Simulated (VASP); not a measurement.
A run of VASP 6.6.1 is set up as follows.

Contents of INCAR:

```
PREC = Accurate
ENCUT = 520
EDIFF = 1E-6
ISMEAR = 0
SIGMA = 0.1
LREAL = False
LASPH = True
NELM = 60
ALGO = Normal
ISIF = 2
LWAVE = False
LCHARG = False
GGA = PE
NBANDS = 14
```

The input KPOINTS:

```
Automatic mesh
0
Gamma
  6 6 6
```

Contents of POSCAR:

```
ZrB
1.0
    0.0000000000      2.7118509800      2.7118509800
    2.7118509800      0.0000000000      2.7118509800
    2.7118509800      2.7118509800      0.0000000000
Zr B
1 1
Direct
    0.7500000000      0.7500000000      0.7500000000
    0.0000000000      0.0000000000      0.0000000000
```

Potentials or basis: VASP PAW PBE potentials, release 64 (Zr_sv, B).

Launch:

```console
$ cat potpaw_PBE.64/Zr_sv/POTCAR potpaw_PBE.64/B/POTCAR > POTCAR
$ mpirun -np 1 vasp_std > vasp.out
```

Estimate the pressure.

-6.2 GPa.

What does it give for the band gap on the k mesh?

Zero (an odd number of electrons rules out a gap without spin polarisation).

Caveat: the cell stands under tension.
